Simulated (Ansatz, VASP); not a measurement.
**Rb in VASP and in Ansatz**

File INCAR:

```
  PREC = Accurate
  ENCUT = 520
  EDIFF = 1E-7
  ISMEAR = 0
  SIGMA = 0.1
  LREAL = F
  LASPH = T
  NELM = 100
  ALGO = Normal
  ISIF = 2
  LWAVE = F
  LCHARG = F
  GGA = PE
  NBANDS = 20
```

KPOINTS

```
regular mesh
0
Gamma
  6 6 6
```

File POSCAR:

```
Rb
1.0
    2.4994526565      1.4430596640     12.1610880083
   -2.4994526565      1.4430596640     12.1610880083
    0.0000000000     -2.8861193281     12.1610880083
Rb
3
Direct
    0.0000000000      0.0000000000      0.0000000000
    0.7777896074      0.7777896074      0.7777896074
    0.2222103926      0.2222103926      0.2222103926
```

Input for Ansatz:

```yaml
crystal:
  lattice:
    - [2.4994526565, 1.443059664, 12.1610880083]
    - [-2.4994526565, 1.443059664, 12.1610880083]
    - [0.0, -2.8861193281, 12.1610880083]
  atoms:
    - { symbol: Rb, position: [0.0, 0.0, 0.0] }
    - { symbol: Rb, position: [0.7777896074, 0.7777896074, 0.7777896074] }
    - { symbol: Rb, position: [0.2222103926, 0.2222103926, 0.2222103926] }
basis:
  ecutwfc: 420
kpoints:
  mp_grid: { grid: [6, 6, 6] }
hamiltonian:
  xc: pbe
scf:
  occupations: { method: gaussian, width: 0.1 }
output:
  forces: true
  stress: true
  eigenvalues: true
```

Alike in both runs: task single point; functional PBE; k mesh 6 × 6 × 6; occupations gaussian, width 0.1 eV; no spin polarisation.

|  | VASP | Ansatz |
| --- | --- | --- |
| version | VASP 6.6.1 | Ansatz 0.2.0 |
| potentials or method | VASP PAW PBE potentials, release 64 (Rb_sv), cutoff 520 eV | scalar-relativistic, plane waves, PAW |
| valence electrons in the cell | 27 | 27 |

|  | VASP | Ansatz | Ansatz less VASP |
| --- | --- | --- | --- |
| gap on the k mesh at the Fermi level (eV) | none | none | - |
| pressure (GPa) | 0.1 | 0.1 | 0.00 |

A gap of «none» marks a metal or a gap that the smearing closes. The functional is the same, so the differences come from potentials, cutoffs and numerics.
